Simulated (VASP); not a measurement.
CuAu: relaxation of cell and atoms with PBE

CuAu:

```
CELL_PARAMETERS angstrom
4.86907 0.00000 0.00000
0.00000 4.86907 0.00000
0.00000 0.00000 4.86907
ATOMIC_POSITIONS crystal
Cu 0.13400 0.13400 0.13400
Cu 0.36600 0.86600 0.63400
Cu 0.63400 0.36600 0.86600
Cu 0.86600 0.63400 0.36600
Au 0.84450 0.84450 0.84450
Au 0.65550 0.15550 0.34450
Au 0.34450 0.65550 0.15550
Au 0.15550 0.34450 0.65550
```

```yaml
Program: VASP 6.6.1
Task: relaxation of cell and atoms
Functional: PBE
Potentials_or_basis: VASP PAW PBE potentials, release 64 (Cu, Au)
Cutoff: 600 eV
k_mesh: 4 × 4 × 4
Occupations: gaussian, width 0.1 eV
Spin: no spin polarisation
Dipole_correction: no
Further_INCAR_settings: ALGO = Normal; EDIFF = 1e-06; IBRION = 2; EDIFFG = -0.04; NSW = 90; ISIF = 3
```

```json
{"Relaxed volume": "15.44 Å³/atom", "Relaxed cell": "a = 4.981 Å, b = 4.981 Å, c = 4.981 Å, α = 90.00°, β = 90.00°, γ = 90.00°", "Space group after relaxing (to 0.05 Å)": "P2_13 (No. 198)", "Energy gained by relaxing": "96.6 meV/atom", "Ionic steps": "8", "Pressure after relaxing": "0.1 GPa", "Largest force after relaxing": "0.015 eV/Å", "Band gap on the k mesh": "zero (band 44 reaches 8.30 eV, above the bottom of band 45 at 7.15 eV)"}
```

Forces on the atoms (eV/Å):
```
Cu  -0.009 -0.009 -0.009
Cu   0.009  0.009 -0.009
Cu  -0.009  0.009  0.009
Cu   0.009 -0.009  0.009
Au   0.005  0.005  0.005
Au  -0.005 -0.005  0.005
Au   0.005 -0.005 -0.005
Au  -0.005  0.005 -0.005
```

The path:
| step | energy change (eV) | largest force (eV/Å) | pressure (GPa) | volume (Å³) |
| --- | --- | --- | --- | --- |
| 1 | 0.0000 | 1.5746 | 13.16 | 115.44 |
| 2 | -0.2481 | 0.4068 | -9.42 | 136.39 |
| 3 | -0.5381 | 0.7817 | -2.09 | 126.63 |
| 4 | -0.5382 | 0.7940 | -1.77 | 126.38 |
| 5 | -0.6603 | 0.5770 | -0.89 | 124.95 |
| 6 | -0.7638 | 0.0606 | 1.54 | 122.04 |
| 7 | -0.7667 | 0.0707 | -1.20 | 124.79 |
| 8 | -0.7729 | 0.0153 | 0.11 | 123.56 |

Final structure:
```xyz
8
Lattice="4.9807 0.0000 0.0000 0.0000 4.9807 0.0000 0.0000 0.0000 4.9807" Properties=species:S:1:pos:R:3 pbc="T T T"
Cu    0.7691    0.7691    0.7691
Cu    1.7213    4.2116    3.2594
Cu    3.2594    1.7213    4.2116
Cu    4.2116    3.2594    1.7213
Au    4.2095    4.2095    4.2095
Au    3.2615    0.7712    1.7192
Au    1.7192    3.2615    0.7712
Au    0.7712    1.7192    3.2615
```

Levels at points of the mesh, in eV from the Fermi level:
```csv
k point,band 41,band 42,band 43,band 44,band 45,band 46,band 47,band 48
"(0.00, 0.00, 0.00)",-1.61,0.02,0.02,0.02,1.12,1.12,1.12,6.16
"(0.50, 0.00, 0.00)",-1.45,-1.45,0.17,0.17,1.72,1.72,2.20,2.20
"(0.50, 0.50, 0.00)",-1.42,-1.42,-1.41,-1.41,2.30,2.30,2.73,2.73
"(0.50, 0.50, 0.50)",-1.00,-1.00,-1.00,-1.00,-0.61,-0.61,-0.61,-0.61
```

It took 11 min on 1 thread of Intel Xeon 6975P-C (shared host), peak memory 0.29 GiB.

Caveat: spin-orbit coupling is left out, which moves the levels of the heavy elements.
